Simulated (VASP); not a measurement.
Set up this calculation in VASP 6.6.1, as the native input.

```
Task                   : single point
Functional             : LDA
Potentials or basis    : VASP PAW LDA potentials, release 64 (B, As)
Cutoff                 : 520 eV
k mesh                 : 7 × 7 × 7
Occupations            : fermi-dirac, width 0.01 eV
Spin                   : no spin polarisation
Dipole correction      : no
Further INCAR settings : ALGO = Normal; EDIFF = 1e-06; NBANDS = 11
```

The structure of BAs lies in POSCAR:

```
BAs
1.0
    0.0000000000      2.3661000701      2.3661000701
    2.3661000701      0.0000000000      2.3661000701
    2.3661000701      2.3661000701      0.0000000000
B As
1 1
Direct
    0.0000000000      0.0000000000      0.0000000000
    0.2500000000      0.2500000000      0.2500000000
```

These files were run (other wordings do the same):

INCAR

```
PREC = Accurate ; ENCUT = 520
EDIFF = 1E-6 ; ISMEAR = -1
SIGMA = 0.01 ; LREAL = False
LASPH = True ; NELM = 100
ALGO = Normal ; ISIF = 2
LWAVE = False ; LCHARG = False
GGA = CA ; NBANDS = 11
```

KPOINTS

```
regular mesh
0
Gamma
  7 7 7
```

Potentials or basis: VASP PAW LDA potentials, release 64 (B, As).

Run with:

```bash
$ cat potpaw_LDA.64/B/POTCAR potpaw_LDA.64/As/POTCAR > POTCAR
$ mpirun -np 1 vasp_std > vasp.out
```

Results of the run:

```
Pressure               : 1.0 GPa
Band gap on the k mesh : 1.11 eV, indirect (least direct gap 3.29 eV)
```

Wall time 5.9 s on 1 thread of AMD EPYC 7R13 Processor (Zen 3), with other jobs on the host, peak memory 0.11 GiB.
